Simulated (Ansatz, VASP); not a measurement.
## One calculation of Sn, two programs

```
Sn
1.0
     0.00000    3.28446    3.28446
     3.28446    0.00000    3.28446
     3.28446    3.28446    0.00000
Sn
2
Direct
  0.00000 0.00000 0.00000
  0.25000 0.25000 0.25000
```

Alike in both runs: task single point; functional PBE; k mesh 6 × 6 × 6; occupations fermi-dirac, width 0.02 eV; no spin polarisation.

|  | VASP | Ansatz |
| --- | --- | --- |
| version | VASP 6.6.1 | Ansatz 0.2.0 |
| potentials or method | VASP PAW PBE potentials, release 64 (Sn_d) | plane waves, PAW |
| plane-wave cutoff (eV) | 520 | 420 |
| valence electrons in the cell | 28 | 28 |

Ansatz gave:

- pressure (GPa): 1.6

**Question.** What did VASP give for the same quantities?

**Answer.** Pressure (GPa): 1.5.
